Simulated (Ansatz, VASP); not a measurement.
**One calculation of ZrS, two programs**

INCAR

```
SYSTEM = ZrS
PREC = Accurate ; ENCUT = 520
EDIFF = 1E-6 ; ISMEAR = 0
SIGMA = 0.15 ; LREAL = .False.
LASPH = .True. ; NELM = 100
ALGO = Normal ; ISIF = 2
LWAVE = .False. ; LCHARG = .False.
GGA = PS ; NBANDS = 16
```

Contents of KPOINTS:

```
regular mesh
0
Gamma
  20 20 20
  0 0 0
```

Contents of POSCAR:

```
ZrS
1.0
    0.0000000000      2.5572445965      2.5572445965
    2.5830753500     -0.0258307535      2.5830753500
    2.5830753500      2.5830753500     -0.0258307535
Zr S
1 1
Direct
    0.0000000000      0.0000000000      0.0000000000
    0.5000000000      0.5000000000      0.5000000000
```

Input for Ansatz:

```yaml
crystal:
  lattice:
    - [0.0, 2.5572445965, 2.5572445965]
    - [2.58307535, -0.0258307535, 2.58307535]
    - [2.58307535, 2.58307535, -0.0258307535]
  atoms:
    - { symbol: Zr, position: [0.0, 0.0, 0.0] }
    - { symbol: S, position: [0.5, 0.5, 0.5] }
basis:
  ecutwfc: 420
kpoints:
  mp_grid: { grid: [20, 20, 20] }
hamiltonian:
  xc: pbesol
scf:
  occupations: { method: gaussian, width: 0.15 }
output:
  forces: true
  stress: true
  eigenvalues: true
```

Change from the starting cell: strain -0.0200 x Voigt [0, 0, 0, 1, 0, 0], atoms carried along.

Alike in both runs: task single point; functional PBEsol; k mesh 20 × 20 × 20; occupations gaussian, width 0.15 eV; no spin polarisation.

|  | VASP | Ansatz |
| --- | --- | --- |
| version | VASP 6.6.1 | Ansatz 0.2.0 |
| potentials or method | VASP PAW PBE potentials, release 64 (Zr_sv, S), cutoff 520 eV | scalar-relativistic, plane waves, PAW |
| valence electrons in the cell | 18 | 18 |

VASP gave:

```
gap on the k mesh at the Fermi level (eV)                     : none
pressure (GPa)                                                : 0.2
traceless stress, the component that is largest in VASP (GPa) : 0.59
```

**Question.** Estimate Ansatz's values.

**Answer.** gap on the k mesh at the Fermi level (eV): none; pressure (GPa): 0.0; traceless stress, the component that is largest in VASP (GPa): 0.60.

VASP's potentials were made for PBE, not for PBEsol. A gap of «none» marks a metal or a gap that the smearing closes.
